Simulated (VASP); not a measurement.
# O (P4/mmm) in VASP: a series of runs, part 2 of 2

VASP 6.6.1. The steps go on from the part before.

## (5) Single point, r2SCAN

POSCAR reads:

```
O
1.0
    1.7755912600      0.0000000000      0.0000000000
    0.0000000000      1.7755912600      0.0000000000
    0.0000000000      0.0000000000      3.0530507000
O
1
Direct
    0.0000000000      0.0000000000      0.0000000000
```

INCAR.step1 reads:

```
SYSTEM = O
PREC = Accurate
ENCUT = 520
ISMEAR = -1
SIGMA = 0.05
LREAL = .False.
LASPH = .True.
NELM = 80
NBANDS = 9
GGA = PE
ALGO = Normal
EDIFF = 1E-4
LWAVE = .True.
LCHARG = .False.
```

INCAR.step2 reads:

```
SYSTEM = O
PREC = Accurate
ENCUT = 520
EDIFF = 1E-6
ISMEAR = -1
SIGMA = 0.05
LREAL = .False.
LASPH = .True.
NELM = 80
ALGO = Normal
ISIF = 2
LWAVE = .False.
LCHARG = .False.
METAGGA = R2SCAN
LMIXTAU = .True.
NBANDS = 9
ISTART = 1
```

KPOINTS reads:

```
Automatic mesh
0
Gamma
  7 7 4
  0.5 0.5 0.5
```

Potentials or basis: VASP PAW PBE potentials, release 64 (O).

Run with:

```
cat potpaw_PBE.64/O/POTCAR > POTCAR
cp INCAR.step1 INCAR
mpirun -np 1 vasp_std > vasp.out
cp INCAR.step2 INCAR
mpirun -np 1 vasp_std > vasp.out
```

OUTCAR:

```text
SYSTEM = O
   PREC = Accurate
   ENCUT = 520
   EDIFF = 1E-6
   ISMEAR = -1
   LREAL = .False.
   LASPH = .True.
   NELM = 80
   ISIF = 2
   METAGGA = R2SCAN
   ISTART = 1

 ion  position               nearest neighbor table
   1  0.000  0.000  0.000-

  LATTYP: Found a simple tetragonal cell.
 ALAT       =     1.7755912600
 C/A-ratio  =     1.7194558054

  Lattice vectors:

 A1 = (   1.7755912600,   0.0000000000,   0.0000000000)
 A2 = (   0.0000000000,   1.7755912600,   0.0000000000)
 A3 = (   0.0000000000,   0.0000000000,   3.0530507000)

Analysis of symmetry for initial positions (statically):
=====================================================================
 Subroutine PRICEL returns:
 Original cell was already a primitive cell.

 Routine SETGRP: Setting up the symmetry group for a
 simple tetragonal supercell.

 Subroutine GETGRP returns: Found 16 space group operations
 (whereof 16 operations were pure point group operations)
 out of a pool of 16 trial point group operations.

The static configuration has the point symmetry D_4h.

Analysis of symmetry for dynamics (positions and initial velocities):
=====================================================================
 Subroutine PRICEL returns:
 Original cell was already a primitive cell.

 Routine SETGRP: Setting up the symmetry group for a
 simple tetragonal supercell.

 Subroutine GETGRP returns: Found 16 space group operations
 (whereof 16 operations were pure point group operations)
 out of a pool of 16 trial point group operations.

The dynamic configuration has the point symmetry D_4h.
[... 105 lines left out ...]
   EMIN   =  10.00;   EMAX   =-10.00  energy-range for DOS
   EFERMI =   0.00;   METHOD = LEGACY
   ISMEAR =    -1;   SIGMA  =   0.05  broadening in eV -4-tet -1-fermi 0-gaus
   EFERMI_NEDOS =   21; number of points for ismear=-14 and -15
   IALGO  =     38    algorithm
   IMIX   =      4    mixing-type and parameters
     AMIX     =   0.40;   BMIX     =  1.00
     AMIX_MAG =   1.60;   BMIX_MAG =  1.00
  volume/ion in A,a.u.               =       9.63        64.96
  Fermi-wavevector in a.u.,A,eV,Ry     =   1.398466  2.642718 26.609011  1.955707
  Thomas-Fermi vector in A             =   2.521621
   LORBIT       =      0    0 simple, 1 ext, 2 COOP (PROOUT), +10 PAW based schemes
   METAGGA = R2SCAN    functional components
   LHFCALC =     F    Hartree Fock is set to
   AEXX    =    0.0000 exact exchange contribution
   IVDW    =     0    specifies the selected vdW correction
   LEPSILON=     F    determine dielectric tensor
   LRPA    =     F    only Hartree local field effects (RPA)
 non-spin polarized calculation
  energy-cutoff  :      520.00
  volume of cell :        9.63
 maximum number of plane-waves:       268
 NGX is ok and might be reduce to    14
   NGX =  7   NGY =  7   NGZ = 11

 number of electron       6.0000005 magnetization

 Free energy of the ion-electron system (eV)
  ---------------------------------------------------
  ext. energy  EPLUGINS =         0.00000000
  ---------------------------------------------------
  free energy    TOTEN  =        -4.08850826 eV

  energy without entropy =       -4.08524013  energy(sigma->0) =       -4.08687419

 E-fermi :   0.2921     XC(G=0): -11.0646

 val. band max:        0.1870872820   @ k =   0.3571   0.3571   0.1250
 cond. band min:       0.4284905586   @ k =   0.2143   0.2143   0.1250
 fundamental gap:      0.2414032766
 Fermi energy:         0.2921152577

 k-point     1 :       0.0714    0.0714    0.1250
  band No.  band energies     occupation
      1     -23.5428      2.00000
      2      -4.6656      2.00000
      3       3.5985      0.00000
      4       3.7546      0.00000
      5      10.3427      0.00000
      6      28.8504      0.00000
      7      32.4337      0.00000
      8      36.6390      0.00000
      9      48.0227      0.00000
[... 217 lines left out ...]
 k-point    20 :       0.5000    0.5000    0.3750
  band No.  band energies     occupation
      1     -12.6739      2.00000
      2      -5.5069      2.00000
      3      -5.5069      2.00000
      4       1.1230      0.00000
      5      19.3134      0.00000
      6      26.4301      0.00000
      7      26.4301      0.00000
      8      29.2739      0.00000
      9      34.8234      0.00000

------------------------ aborting loop because EDIFF is reached ----------------------------------------

  FORCE on cell =-STRESS in cart. coord.  units (eV):
  Direction    XX          YY          ZZ          XY          YZ          ZX
  --------------------------------------------------------------------------------------
  -------------------------------------------------------------------------------------
  Total       -0.4123560     -0.4123560      0.0785779      0.0000000      0.0000000     -0.0000000
  in kB      -68.6377288    -68.6377288     13.0794953      0.0000000      0.0000000     -0.0000000
  external PRESSURE =     -41.3986541 kB  Pullay stress =       0.0000000 kB

 VOLUME and BASIS-vectors are now :
 -----------------------------------------------------------------------------
  energy-cutoff  :      520.00
  volume of cell :        9.63
      direct lattice vectors                 reciprocal lattice vectors
     1.775591260  0.000000000  0.000000000     0.563192680  0.000000000  0.000000000
     0.000000000  1.775591260  0.000000000     0.000000000  0.563192680  0.000000000
     0.000000000  0.000000000  3.053050700     0.000000000  0.000000000  0.327541236

 POSITION                                       TOTAL-FORCE (eV/Angst)
 -----------------------------------------------------------------------------------
      0.00000      0.00000      0.00000         0.000000      0.000000      0.000000
 -----------------------------------------------------------------------------------
    total drift:                               -0.000000     -0.000000      0.000000

  FREE ENERGIE OF THE ION-ELECTRON SYSTEM (eV)
  ---------------------------------------------------
  free  energy   TOTEN  =        -4.0885082552 eV

  energy  without entropy=       -4.0852401285  energy(sigma->0) =       -4.08687419
```

OSZICAR.step1:

```text
N       E                     dE             d eps       ncg     rms          rms(c)
DAV:   1     0.678431408534E+01    0.67843E+01   -0.36582E+03   376   0.634E+02
DAV:   2    -0.334083107649E+01   -0.10125E+02   -0.97079E+01   418   0.931E+01
DAV:   3    -0.340637489180E+01   -0.65544E-01   -0.65521E-01   427   0.678E+00
DAV:   4    -0.340643994299E+01   -0.65051E-04   -0.65051E-04   476   0.240E-01
DAV:   5    -0.340643997806E+01   -0.35065E-07   -0.35068E-07   434   0.439E-03    0.311E+00
DAV:   6    -0.333465465272E+01    0.71785E-01   -0.21726E-02   397   0.122E+00    0.176E+00
DAV:   7    -0.331248703388E+01    0.22168E-01   -0.37195E-02   388   0.157E+00    0.391E-01
DAV:   8    -0.331134140629E+01    0.11456E-02   -0.53244E-04   389   0.215E-01    0.212E-01
DAV:   9    -0.331108933476E+01    0.25207E-03   -0.75027E-04   388   0.214E-01    0.776E-02
DAV:  10    -0.331105830974E+01    0.31025E-04   -0.17747E-05   198   0.399E-02
   1 F= -.33110583E+01 E0= -.33072489E+01  d E =-.761887E-02
```

Run time: 11 s. Hardware: 1 thread of Intel Xeon 8259CL, shared host; peak memory 0.11 GiB.

Results:

```
Free energy            : -4.0885 eV
Pressure               : -4.1 GPa
Band gap on the k mesh : zero (band 3 reaches 3.62 eV, above the bottom of band 4 at -0.28 eV)
```

Caveat: the k points lie up to 0.51 Å⁻¹ apart; the PAW data sets were made with another functional, which shifts forces and pressure a little.

## (6) Single point, r2SCAN

POSCAR is that of step 5.

INCAR.step1 reads:

```
SYSTEM = O
PREC     = Accurate       ! precision mode
ENCUT    = 520            ! plane-wave cutoff, eV
ISMEAR   = -1             ! smearing method
SIGMA    = 0.025          ! smearing width, eV
LREAL    = .False.        ! projectors in reciprocal space
LASPH    = .True.         ! aspherical terms in the spheres
NELM     = 100            ! most SCF steps
NBANDS   = 9              ! bands
GGA      = PE             ! functional
ALGO     = Normal         ! electronic algorithm
EDIFF    = 1E-4           ! SCF threshold, eV
LWAVE    = .True.         ! write WAVECAR
LCHARG   = .False.        ! write CHGCAR
```

INCAR.step2 reads:

```
SYSTEM = O
PREC     = Accurate       ! precision mode
ENCUT    = 520            ! plane-wave cutoff, eV
EDIFF    = 1E-7           ! SCF threshold, eV
ISMEAR   = -1             ! smearing method
SIGMA    = 0.025          ! smearing width, eV
LREAL    = .False.        ! projectors in reciprocal space
LASPH    = .True.         ! aspherical terms in the spheres
NELM     = 100            ! most SCF steps
ALGO     = Normal         ! electronic algorithm
ISIF     = 2              ! what is computed and relaxed
LWAVE    = .False.        ! write WAVECAR
LCHARG   = .False.        ! write CHGCAR
METAGGA  = R2SCAN         ! meta-GGA
LMIXTAU  = .True.       
NBANDS   = 9              ! bands
ISTART   = 1
```

KPOINTS is that of step 5.

Potentials or basis: VASP PAW PBE potentials, release 64 (O).

Run with:

```
cat potpaw_PBE.64/O/POTCAR > POTCAR
cp INCAR.step1 INCAR
mpirun -np 1 vasp_std > vasp.out
cp INCAR.step2 INCAR
mpirun -np 1 vasp_std > vasp.out
```

OUTCAR:

```text
SYSTEM = O
   PREC = Accurate
   ENCUT = 520
   EDIFF = 1E-7
   ISMEAR = -1
   LREAL = .False.
   LASPH = .True.
   NELM = 100
   ISIF = 2
   METAGGA = R2SCAN
   ISTART = 1

 ion  position               nearest neighbor table
   1  0.000  0.000  0.000-

  LATTYP: Found a simple tetragonal cell.
 ALAT       =     1.7755912600
 C/A-ratio  =     1.7194558054

  Lattice vectors:

 A1 = (   1.7755912600,   0.0000000000,   0.0000000000)
 A2 = (   0.0000000000,   1.7755912600,   0.0000000000)
 A3 = (   0.0000000000,   0.0000000000,   3.0530507000)

Analysis of symmetry for initial positions (statically):
=====================================================================
 Subroutine PRICEL returns:
 Original cell was already a primitive cell.

 Routine SETGRP: Setting up the symmetry group for a
 simple tetragonal supercell.

 Subroutine GETGRP returns: Found 16 space group operations
 (whereof 16 operations were pure point group operations)
 out of a pool of 16 trial point group operations.

The static configuration has the point symmetry D_4h.

Analysis of symmetry for dynamics (positions and initial velocities):
=====================================================================
 Subroutine PRICEL returns:
 Original cell was already a primitive cell.

 Routine SETGRP: Setting up the symmetry group for a
 simple tetragonal supercell.

 Subroutine GETGRP returns: Found 16 space group operations
 (whereof 16 operations were pure point group operations)
 out of a pool of 16 trial point group operations.

The dynamic configuration has the point symmetry D_4h.

 Subroutine INISYM returns: Found 16 space group operations
 (whereof 16 operations are pure point group operations),
 and found     1 'primitive' translations

----------------------------------------------------------------------------------------

                                     Primitive cell

  volume of cell :       9.6254

  direct lattice vectors                    reciprocal lattice vectors
     1.775591260  0.000000000  0.000000000     0.563192680  0.000000000  0.000000000
     0.000000000  1.775591260  0.000000000     0.000000000  0.563192680  0.000000000
     0.000000000  0.000000000  3.053050700     0.000000000  0.000000000  0.327541236

  length of vectors
     1.775591260  1.775591260  3.053050700     0.563192680  0.563192680  0.327541236

  position of ions in fractional coordinates (direct lattice)
     0.000000000  0.000000000  0.000000000

  ion indices of the primitive-cell ions
   primitive index   ion index
                 1           1

----------------------------------------------------------------------------------------

 KPOINTS: Automatic mesh

Automatic generation of k-mesh.
 Grid dimensions read from file:
 generate k-points for:    7    7    4

 Generating k-lattice:

  Cartesian coordinates                     Fractional coordinates (reciprocal lattice)
     0.080456097  0.000000000  0.000000000     0.142857143  0.000000000  0.000000000
     0.000000000  0.080456097  0.000000000     0.000000000  0.142857143  0.000000000
     0.000000000  0.000000000  0.081885309     0.000000000  0.000000000  0.250000000

  Length of vectors
     0.080456097  0.080456097  0.081885309

  Shift w.r.t. Gamma in fractional coordinates (k-lattice)
     0.500000000  0.500000000  0.500000000

 Subroutine IBZKPT returns following result:
 ===========================================

 Found     20 irreducible k-points:

 Following reciprocal coordinates:
            Coordinates               Weight
  0.071429  0.071429  0.125000      8.000000
  0.214286  0.071429  0.125000     16.000000
  0.357143  0.071429  0.125000     16.000000
  0.500000  0.071429  0.125000      8.000000
  0.214286  0.214286  0.125000      8.000000
  0.357143  0.214286  0.125000     16.000000
[... 12 lines left out ...]
  0.500000  0.357143  0.375000      8.000000
  0.500000  0.500000  0.375000      2.000000
   k-points           NKPTS =     20   k-points in BZ     NKDIM =     20   number of bands    NBANDS=      9
   number of dos      NEDOS =    301   number of ions     NIONS =      1
   total plane-waves  NPLWV =   4704
   dimension x,y,z NGX =    14 NGY =   14 NGZ =   24
   dimension x,y,z NGXF=    28 NGYF=   28 NGZF=   48
   ions per type =               1
   NGX,Y,Z   is equivalent  to a cutoff of  13.11, 13.11, 13.07 a.u.
   NGXF,Y,Z  is equivalent  to a cutoff of  26.22, 26.22, 26.14 a.u.
 SYSTEM =  O
   PREC   = accura    normal or accurate (medium, high low for compatibility)
   ISTART =      1    job   : 0-new  1-cont  2-samecut
   ICHARG =      0    charge: 1-file 2-atom 10-const
   ISPIN  =      1    spin polarized calculation?
   LNONCOLLINEAR =      F non collinear calculations
   LSORBIT =      F    spin-orbit coupling
   LASPH  =      T    aspherical Exc in radial PAW
   ENCUT  =  520.0 eV  38.22 Ry    6.18 a.u.   3.30  3.30  5.68*2*pi/ulx,y,z
   NELM   =    100;   NELMIN=  2; NELMDL=  0     # of ELM steps
   EDIFF  = 0.1E-06   stopping-criterion for ELM
   LREAL  =      F    real-space projection
   EDIFFG = 0.1E-05   stopping-criterion for IOM
   NSW    =      0    number of steps for IOM
   IBRION =     -1    ionic relax: 0-MD 1-quasi-New 2-CG
   NFREE  =      0    steps in history (QN), initial steepest desc. (CG)
   ISIF   =      2    stress and relaxation
   ISYM   =      2    0-nonsym 1-usesym 2-fastsym
   POTIM  = 0.5000    time-step for ionic-motion
   TEBEG  =    0.0;   TEEND  =   0.0 temperature during run
   PSTRESS=    0.0 pullay stress
   NELECT =       6.0000    total number of electrons
   NUPDOWN=      -1.0000    fix difference up-down
   EMIN   =  10.00;   EMAX   =-10.00  energy-range for DOS
   EFERMI =   0.00;   METHOD = LEGACY
   ISMEAR =    -1;   SIGMA  =   0.03  broadening in eV -4-tet -1-fermi 0-gaus
   EFERMI_NEDOS =   21; number of points for ismear=-14 and -15
   IALGO  =     38    algorithm
   IMIX   =      4    mixing-type and parameters
     AMIX     =   0.40;   BMIX     =  1.00
     AMIX_MAG =   1.60;   BMIX_MAG =  1.00
  volume/ion in A,a.u.               =       9.63        64.96
  Fermi-wavevector in a.u.,A,eV,Ry     =   1.398466  2.642718 26.609011  1.955707
  Thomas-Fermi vector in A             =   2.521621
   LORBIT       =      0    0 simple, 1 ext, 2 COOP (PROOUT), +10 PAW based schemes
   METAGGA = R2SCAN    functional components
   LHFCALC =     F    Hartree Fock is set to
   AEXX    =    0.0000 exact exchange contribution
   IVDW    =     0    specifies the selected vdW correction
   LEPSILON=     F    determine dielectric tensor
   LRPA    =     F    only Hartree local field effects (RPA)
 non-spin polarized calculation
  energy-cutoff  :      520.00
  volume of cell :        9.63
 maximum number of plane-waves:       268
 NGX is ok and might be reduce to    14
   NGX =  7   NGY =  7   NGZ = 11

 number of electron       6.0000005 magnetization

 Free energy of the ion-electron system (eV)
  ---------------------------------------------------
  ext. energy  EPLUGINS =         0.00000000
  ---------------------------------------------------
  free energy    TOTEN  =        -4.08760519 eV

  energy without entropy =       -4.08736876  energy(sigma->0) =       -4.08748697

 E-fermi :   0.3023     XC(G=0): -11.0641

 val. band max:        0.1867453127   @ k =   0.3571   0.3571   0.1250
 cond. band min:       0.4235582173   @ k =   0.2143   0.2143   0.1250
 fundamental gap:      0.2368129045
 Fermi energy:         0.3022985257

 k-point     1 :       0.0714    0.0714    0.1250
  band No.  band energies     occupation
      1     -23.5478      2.00000
      2      -4.6662      2.00000
      3       3.5932      0.00000
      4       3.7496      0.00000
      5      10.3497      0.00000
      6      28.8515      0.00000
      7      32.4316      0.00000
      8      36.6329      0.00000
      9      48.0273      0.00000

 k-point     2 :       0.2143    0.0714    0.1250
  band No.  band energies     occupation
      1     -22.1656      2.00000
      2      -3.5905      2.00000
      3      -0.8160      2.00000
      4       4.2335      0.00000
      5      12.0853      0.00000
      6      27.7351      0.00000
      7      32.4710      0.00000
      8      37.1403      0.00000
      9      42.7117      0.00000
[... 205 lines left out ...]
 k-point    20 :       0.5000    0.5000    0.3750
  band No.  band energies     occupation
      1     -12.6763      2.00000
      2      -5.5138      2.00000
      3      -5.5138      2.00000
      4       1.1230      0.00000
      5      19.3082      0.00000
      6      26.4349      0.00000
      7      26.4349      0.00000
      8      29.2794      0.00000
      9      34.8335      0.00000

------------------------ aborting loop because EDIFF is reached ----------------------------------------

  FORCE on cell =-STRESS in cart. coord.  units (eV):
  Direction    XX          YY          ZZ          XY          YZ          ZX
  --------------------------------------------------------------------------------------
  -------------------------------------------------------------------------------------
  Total       -0.4513612     -0.4513612      0.0913032      0.0000000      0.0000000     -0.0000000
  in kB      -75.1302358    -75.1302358     15.1976509      0.0000000      0.0000000     -0.0000000
  external PRESSURE =     -45.0209402 kB  Pullay stress =       0.0000000 kB

 VOLUME and BASIS-vectors are now :
 -----------------------------------------------------------------------------
  energy-cutoff  :      520.00
  volume of cell :        9.63
      direct lattice vectors                 reciprocal lattice vectors
     1.775591260  0.000000000  0.000000000     0.563192680  0.000000000  0.000000000
     0.000000000  1.775591260  0.000000000     0.000000000  0.563192680  0.000000000
     0.000000000  0.000000000  3.053050700     0.000000000  0.000000000  0.327541236

 POSITION                                       TOTAL-FORCE (eV/Angst)
 -----------------------------------------------------------------------------------
      0.00000      0.00000      0.00000         0.000000      0.000000      0.000000
 -----------------------------------------------------------------------------------
    total drift:                               -0.000000     -0.000000      0.000000

  FREE ENERGIE OF THE ION-ELECTRON SYSTEM (eV)
  ---------------------------------------------------
  free  energy   TOTEN  =        -4.0876051895 eV

  energy  without entropy=       -4.0873687564  energy(sigma->0) =       -4.08748697
```

It took 12 s on 1 thread of Intel Xeon 8259CL, shared host; peak memory 0.11 GiB.

What came out:

```yaml
Free_energy: -4.0876 eV
Pressure: -4.5 GPa
Band_gap_on_the_k_mesh: zero (band 3 reaches 3.61 eV, above the bottom of band 4 at -0.28 eV)
```

Levels at points of the mesh, in eV from the Fermi level:
```csv
k point,band 1,band 2,band 3,band 4,band 5,band 6,band 7
"(0.07, 0.07, 0.12)",-23.85,-4.97,3.29,3.45,10.05,28.55,32.13
```

Caveat: the k points lie up to 0.51 Å⁻¹ apart; the PAW data sets were made with another functional, which shifts forces and pressure a little.

## (7) Summary

```csv
smearing,gap on the mesh (eV),pressure (GPa)
fermi-dirac 0.25 eV,none,-1.2
fermi-dirac 0.15 eV,none,-2.9
fermi-dirac 0.1 eV,none,-3.4
fermi-dirac 0.05 eV,none,-4.1
fermi-dirac 0.025 eV,none,-4.5
```

Alike in all rows: task single point; level r2SCAN; potentials or basis VASP PAW PBE potentials, release 64 (O); no spin polarisation; cell as given; k mesh 7 × 7 × 4, shifted; cutoff (eV) 520.

Caveats: all runs use coarse meshes; the PAW data sets were made with another functional, which shifts forces and pressure a little.

Total energies depend on the potentials used, so only differences within one code and one set of settings carry meaning.
